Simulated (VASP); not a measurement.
# Ca (I4/mmm) in VASP: single point with r2SCAN

Aim: the single point of Ca with r2SCAN.

Everything below comes from runs of VASP 6.6.1. Logs are shortened: lines on timing, memory, paths and dates and some standing lists are left out, and cuts for length are marked.

## Step 1: The cell of the first run

The structure is tetragonal, space group I4/mmm (No. 139). The conventional cell has a = 4.541 Å, b = 4.541 Å, c = 4.360 Å, α = 90.00°, β = 90.00°, γ = 90.00°. Within 5.1 Å of Ca (site symmetry 4/mmm) lie 14 Ca at 3.88 to 4.54 Å.

## Step 2: Single point, r2SCAN

POSCAR

```
Ca
1.0
   -2.2706887450      2.2706887450      2.1798611952
    2.2706887450     -2.2706887450      2.1798611952
    2.2706887450      2.2706887450     -2.1798611952
Ca
1
Direct
    0.0000000000      0.0000000000      0.0000000000
```

INCAR.step1

```
ALGO = Normal
EDIFF = 1E-4
ENCUT = 520
GGA = PE
ISMEAR = 0
LASPH = True
LCHARG = False
LREAL = False
LWAVE = True
NBANDS = 11
NELM = 80
PREC = Accurate
SIGMA = 0.15
```

INCAR.step2

```
ALGO = Normal
EDIFF = 1E-6
ENCUT = 520
ISIF = 2
ISMEAR = 0
ISTART = 1
LASPH = True
LCHARG = False
LMIXTAU = True
LREAL = False
LWAVE = False
METAGGA = R2SCAN
NBANDS = 11
NELM = 80
PREC = Accurate
SIGMA = 0.15
```

KPOINTS

```
k-points
0
Gamma
  16 16 16
```

Potentials or basis: VASP PAW PBE potentials, release 64 (Ca_sv).

On the command line:

```bash
> cat potpaw_PBE.64/Ca_sv/POTCAR > POTCAR
> cp INCAR.step1 INCAR
> mpirun -np 1 vasp_std > vasp.out
> cp INCAR.step2 INCAR
> mpirun -np 1 vasp_std > vasp.out
```

OUTCAR:

```text
EDIFF = 1E-6
   ENCUT = 520
   ISIF = 2
   ISMEAR = 0
   ISTART = 1
   LASPH = True
   LREAL = False
   METAGGA = R2SCAN
   NELM = 80
   PREC = Accurate

 ion  position               nearest neighbor table
   1  0.000  0.000  0.000-

  LATTYP: Found a body centered tetragonal cell.
 ALAT       =     4.5413774900
 C/A-ratio  =     0.9600000000

  Lattice vectors:

 A1 = (  -2.2706887450,   2.2706887450,   2.1798611952)
 A2 = (   2.2706887450,  -2.2706887450,   2.1798611952)
 A3 = (   2.2706887450,   2.2706887450,  -2.1798611952)

Analysis of symmetry for initial positions (statically):
=====================================================================
 Subroutine PRICEL returns:
 Original cell was already a primitive cell.

 Routine SETGRP: Setting up the symmetry group for a
 body centered tetragonal supercell.

 Subroutine GETGRP returns: Found 16 space group operations
 (whereof 16 operations were pure point group operations)
 out of a pool of 16 trial point group operations.

The static configuration has the point symmetry D_4h.

Analysis of symmetry for dynamics (positions and initial velocities):
=====================================================================
 Subroutine PRICEL returns:
 Original cell was already a primitive cell.

 Routine SETGRP: Setting up the symmetry group for a
 body centered tetragonal supercell.

 Subroutine GETGRP returns: Found 16 space group operations
 (whereof 16 operations were pure point group operations)
 out of a pool of 16 trial point group operations.

The dynamic configuration has the point symmetry D_4h.

 Subroutine INISYM returns: Found 16 space group operations
 (whereof 16 operations are pure point group operations),
 and found     1 'primitive' translations

----------------------------------------------------------------------------------------

                                     Primitive cell

  volume of cell :      44.9577

  direct lattice vectors                    reciprocal lattice vectors
    -2.270688745  2.270688745  2.179861195     0.000000000  0.220197507  0.229372403
     2.270688745 -2.270688745  2.179861195     0.220197507  0.000000000  0.229372403
     2.270688745  2.270688745 -2.179861195     0.220197507  0.220197507  0.000000000

  length of vectors
     3.881217539  3.881217539  3.881217539     0.317960125  0.317960125  0.311406300

  position of ions in fractional coordinates (direct lattice)
     0.000000000  0.000000000  0.000000000

  ion indices of the primitive-cell ions
   primitive index   ion index
                 1           1

----------------------------------------------------------------------------------------

 KPOINTS: k-points

Automatic generation of k-mesh.
 Grid dimensions read from file:
 generate k-points for:   16   16   16

 Generating k-lattice:

  Cartesian coordinates                     Fractional coordinates (reciprocal lattice)
     0.000000000  0.013762344  0.014335775     0.062500000  0.000000000  0.000000000
     0.013762344  0.000000000  0.014335775     0.000000000  0.062500000  0.000000000
     0.013762344  0.013762344  0.000000000     0.000000000  0.000000000  0.062500000

  Length of vectors
     0.019872508  0.019872508  0.019462894

  Shift w.r.t. Gamma in fractional coordinates (k-lattice)
     0.000000000  0.000000000  0.000000000

 Subroutine IBZKPT returns following result:
 ===========================================

 Found    349 irreducible k-points:

 Following reciprocal coordinates:
            Coordinates               Weight
  0.000000  0.000000  0.000000      1.000000
  0.062500  0.000000 -0.000000      8.000000
  0.125000  0.000000 -0.000000      8.000000
  0.187500  0.000000 -0.000000      8.000000
  0.250000  0.000000 -0.000000      8.000000
  0.312500  0.000000 -0.000000      8.000000
[... 16 lines left out ...]
 -0.125000  0.062500  0.000000     16.000000
 -0.062500  0.062500  0.000000      4.000000
 [... further k-points ...]
   k-points           NKPTS =    349   k-points in BZ     NKDIM =    349   number of bands    NBANDS=     11
   number of dos      NEDOS =    301   number of ions     NIONS =      1
   total plane-waves  NPLWV =  27000
   dimension x,y,z NGX =    30 NGY =   30 NGZ =   30
   dimension x,y,z NGXF=    60 NGYF=   60 NGZF=   60
   ions per type =               1
   NGX,Y,Z   is equivalent  to a cutoff of  12.85, 12.85, 12.85 a.u.
   NGXF,Y,Z  is equivalent  to a cutoff of  25.70, 25.70, 25.70 a.u.
 SYSTEM =  unknown system
   PREC   = accura    normal or accurate (medium, high low for compatibility)
   ISTART =      1    job   : 0-new  1-cont  2-samecut
   ICHARG =      0    charge: 1-file 2-atom 10-const
   ISPIN  =      1    spin polarized calculation?
   LNONCOLLINEAR =      F non collinear calculations
   LSORBIT =      F    spin-orbit coupling
   LASPH  =      T    aspherical Exc in radial PAW
   ENCUT  =  520.0 eV  38.22 Ry    6.18 a.u.   7.22  7.22  7.22*2*pi/ulx,y,z
   NELM   =     80;   NELMIN=  2; NELMDL=  0     # of ELM steps
   EDIFF  = 0.1E-05   stopping-criterion for ELM
   LREAL  =      F    real-space projection
   EDIFFG = 0.1E-04   stopping-criterion for IOM
   NSW    =      0    number of steps for IOM
   IBRION =     -1    ionic relax: 0-MD 1-quasi-New 2-CG
   NFREE  =      0    steps in history (QN), initial steepest desc. (CG)
   ISIF   =      2    stress and relaxation
   ISYM   =      2    0-nonsym 1-usesym 2-fastsym
   POTIM  = 0.5000    time-step for ionic-motion
   TEBEG  =    0.0;   TEEND  =   0.0 temperature during run
   PSTRESS=    0.0 pullay stress
   NELECT =      10.0000    total number of electrons
   NUPDOWN=      -1.0000    fix difference up-down
   EMIN   =  10.00;   EMAX   =-10.00  energy-range for DOS
   EFERMI =   0.00;   METHOD = LEGACY
   ISMEAR =     0;   SIGMA  =   0.15  broadening in eV -4-tet -1-fermi 0-gaus
   EFERMI_NEDOS =   21; number of points for ismear=-14 and -15
   IALGO  =     38    algorithm
   IMIX   =      4    mixing-type and parameters
     AMIX     =   0.40;   BMIX     =  1.00
     AMIX_MAG =   1.60;   BMIX_MAG =  1.00
  volume/ion in A,a.u.               =      44.96       303.39
  Fermi-wavevector in a.u.,A,eV,Ry     =   0.991913  1.874443 13.386649  0.983891
  Thomas-Fermi vector in A             =   2.123688
   LORBIT       =      0    0 simple, 1 ext, 2 COOP (PROOUT), +10 PAW based schemes
   METAGGA = R2SCAN    functional components
   LHFCALC =     F    Hartree Fock is set to
   AEXX    =    0.0000 exact exchange contribution
   IVDW    =     0    specifies the selected vdW correction
   LEPSILON=     F    determine dielectric tensor
   LRPA    =     F    only Hartree local field effects (RPA)
 non-spin polarized calculation
 Gauss-broadening in eV      SIGMA  =   0.15
  energy-cutoff  :      520.00
  volume of cell :       44.96
 maximum number of plane-waves:      1232
 NGX is ok and might be reduce to    30
   NGX = 15   NGY = 15   NGZ = 15

 number of electron      10.0000001 magnetization

 Free energy of the ion-electron system (eV)
  ---------------------------------------------------
  ext. energy  EPLUGINS =         0.00000000
  ---------------------------------------------------
  free energy    TOTEN  =        -7.02191618 eV

  energy without entropy =       -7.00664895  energy(sigma->0) =       -7.01428256

 E-fermi :   1.7984     XC(G=0):  -8.0142

 val. band max:        1.7968518062   @ k =   0.3125   0.3125  -0.0000
 cond. band min:       1.8017119469   @ k =   0.4375   0.0625  -0.0000
 fundamental gap:      0.0048601407
 Fermi energy:         1.7983919342

 k-point     1 :       0.0000    0.0000    0.0000
  band No.  band energies     occupation
      1     -42.1904      2.00000
      2     -22.2254      2.00000
      3     -22.2214      2.00000
      4     -22.2214      2.00000
      5      -2.4153      2.00000
      6       4.2481      0.00000
      7       4.4381      0.00000
      8       4.4381      0.00000
      9       5.2788      0.00000
     10       5.5089      0.00000
     11      12.1065      0.00000

 k-point     2 :       0.0625    0.0000   -0.0000
  band No.  band energies     occupation
      1     -42.1900      2.00000
      2     -22.2288      2.00000
      3     -22.2229      2.00000
      4     -22.2226      2.00000
      5      -2.3430      2.00000
      6       4.2410      0.00000
      7       4.4069      0.00000
      8       4.4483      0.00000
      9       5.2686      0.00000
     10       5.4673      0.00000
     11      12.0782      0.00000

 k-point     3 :       0.1250    0.0000   -0.0000
  band No.  band energies     occupation
      1     -42.1887      2.00000
      2     -22.2412      2.00000
      3     -22.2274      2.00000
      4     -22.2233      2.00000
      5      -2.1286      2.00000
      6       4.1454      0.00000
      7       4.2770      0.00000
      8       4.5636      0.00000
      9       5.2394      0.00000
     10       5.4064      0.00000
     11      11.7767      0.00000

 k-point     4 :       0.1875    0.0000   -0.0000
  band No.  band energies     occupation
      1     -42.1868      2.00000
      2     -22.2603      2.00000
      3     -22.2340      2.00000
      4     -22.2237      2.00000
      5      -1.7797      2.00000
      6       3.9695      0.00000
      7       3.9948      0.00000
      8       4.8013      0.00000
      9       5.2350      0.00000
     10       5.3977      0.00000
     11      10.9206      0.00000

 k-point     5 :       0.2500    0.0000   -0.0000
  band No.  band energies     occupation
      1     -42.1845      2.00000
      2     -22.2828      2.00000
      3     -22.2417      2.00000
      4     -22.2240      2.00000
      5      -1.3093      2.00000
      6       3.5880      0.00000
      7       3.7696      0.00000
      8       5.1290      0.00000
      9       5.2811      0.00000
     10       5.4378      0.00000
     11       9.8546      0.00000
[... 211 lines left out ...]
 k-point    21 :      -0.2500    0.0625    0.0000
  band No.  band energies     occupation
      1     -42.1854      2.00000
      2     -22.2726      2.00000
      3     -22.2377      2.00000
      4     -22.2252      2.00000
      5      -1.5190      2.00000
      6       3.7678      0.00000
      7       3.8599      0.00000
      8       5.0021      0.00000
      9       5.1663      0.00000
     10       5.4836      0.00000
     11      10.4142      0.00000

 k-point    22 :      -0.1875    0.0625    0.0000
  band No.  band energies     occupation
      1     -42.1875      2.00000
      2     -22.2522      2.00000
      3     -22.2305      2.00000
      4     -22.2246      2.00000
      5      -1.9266      2.00000
      6       4.0155      0.00000
      7       4.1415      0.00000
      8       4.7337      0.00000
      9       5.1257      0.00000
     10       5.4714      0.00000
     11      11.4010      0.00000

 k-point    23 :      -0.1250    0.0625    0.0000
  band No.  band energies     occupation
      1     -42.1891      2.00000
      2     -22.2361      2.00000
      3     -22.2268      2.00000
      4     -22.2228      2.00000
      5      -2.2056      2.00000
      6       4.1628      0.00000
      7       4.3258      0.00000
      8       4.5642      0.00000
      9       5.1648      0.00000
     10       5.4833      0.00000
     11      11.7824      0.00000

 k-point    24 :      -0.0625    0.0625    0.0000
  band No.  band energies     occupation
      1     -42.1900      2.00000
      2     -22.2269      2.00000
      3     -22.2260      2.00000
      4     -22.2213      2.00000
      5      -2.3460      2.00000
      6       4.2227      0.00000
      7       4.3974      0.00000
      8       4.4890      0.00000
      9       5.2234      0.00000
     10       5.5044      0.00000
     11      11.9752      0.00000

 [... further k-points ...]

------------------------ aborting loop because EDIFF is reached ----------------------------------------

  FORCE on cell =-STRESS in cart. coord.  units (eV):
  Direction    XX          YY          ZZ          XY          YZ          ZX
  --------------------------------------------------------------------------------------
  -------------------------------------------------------------------------------------
  Total       -0.1756968     -0.1756968     -0.1495498      0.0000000      0.0000000      0.0000000
  in kB       -6.2613831     -6.2613831     -5.3295737      0.0000000      0.0000000      0.0000000
  external PRESSURE =      -5.9507800 kB  Pullay stress =       0.0000000 kB

 VOLUME and BASIS-vectors are now :
 -----------------------------------------------------------------------------
  energy-cutoff  :      520.00
  volume of cell :       44.96
      direct lattice vectors                 reciprocal lattice vectors
    -2.270688745  2.270688745  2.179861195     0.000000000  0.220197507  0.229372403
     2.270688745 -2.270688745  2.179861195     0.220197507  0.000000000  0.229372403
     2.270688745  2.270688745 -2.179861195     0.220197507  0.220197507  0.000000000

 POSITION                                       TOTAL-FORCE (eV/Angst)
 -----------------------------------------------------------------------------------
      0.00000      0.00000      0.00000        -0.000000      0.000000     -0.000000
 -----------------------------------------------------------------------------------
    total drift:                               -0.000000     -0.000000      0.000000

  FREE ENERGIE OF THE ION-ELECTRON SYSTEM (eV)
  ---------------------------------------------------
  free  energy   TOTEN  =        -7.0219161783 eV

  energy  without entropy=       -7.0066489489  energy(sigma->0) =       -7.01428256
```

Wall time 5.8 min (1 thread of AMD EPYC 9R45 (Zen 5), shared host); peak memory 0.27 GiB.

Results:

- Free energy: -7.0219 eV
- Pressure: -0.6 GPa
- Band gap on the k mesh: zero (bands 5 and 6 overlap by 0.65 eV)

Stress tensor (GPa, compression positive):
```
-0.63  0.00  0.00
 0.00 -0.63  0.00
 0.00  0.00 -0.53
```

Levels at points of the mesh, in eV from the Fermi level:
```
           k point  band 3  band 4  band 5  band 6  band 7  band 8
(0.00, 0.00, 0.00)  -24.02  -24.02   -4.21    2.45    2.64    2.64
(0.50, 0.00, 0.00)  -24.06  -24.02   -0.80   -0.14    1.51    3.55
(0.50, 0.50, 0.00)  -24.06  -24.02   -0.89   -0.27    1.75    3.37
(0.50, 0.50, 0.50)  -24.11  -24.10    0.16    0.25    3.69    3.69
```

Caveat: the PAW data sets were made with another functional, which shifts forces and pressure a little.
